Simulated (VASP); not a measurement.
Crystal: V.

```
V
1.0
    -1.51435    1.51435    1.51435
     1.51435   -1.51435    1.51435
     1.51435    1.51435   -1.51435
V
1
Direct
  0.00000 0.00000 0.00000
```

| Quantity | Value |
| --- | --- |
| Program | VASP 6.6.1 |
| Task | relaxation of cell and atoms |
| Functional | PBE |
| Potentials or basis | VASP PAW PBE potentials, release 64 (V_sv) |
| Cutoff | 600 eV |
| k mesh | 9 × 9 × 9 |
| Occupations | fermi-dirac, width 0.05 eV |
| Spin | collinear spin, ferromagnetic start |
| Starting moments | [2.0] μB |

At the start: pressure -5.3 GPa; volume 13.89 Å³/atom.

**Question.** How do energy, volume and symmetry change on relaxing?

**Answer.** Over 4 steps the energy falls by 7.8 meV/atom and the volume is 13.43 Å³/atom (-3.3 %); space group Im-3m (No. 229, to 0.05 Å); moment 0.00 μB per cell.

The path:
```tsv
step	energy change (eV)	largest force (eV/Å)	pressure (GPa)	volume (Å³)
1	0.0000	0.0000	-5.32	13.89
2	0.0007	0.0000	6.00	12.98
3	-0.0078	0.0000	-0.12	13.44
4	-0.0078	0.0000	0.02	13.43
```

Final structure:
```yaml
crystal:
  lattice:
    - [-1.49743, 1.49743, 1.49743]
    - [1.49743, -1.49743, 1.49743]
    - [1.49743, 1.49743, -1.49743]
  atoms:
    - { symbol: V, position: [0.00000, 0.00000, 0.00000] }
```
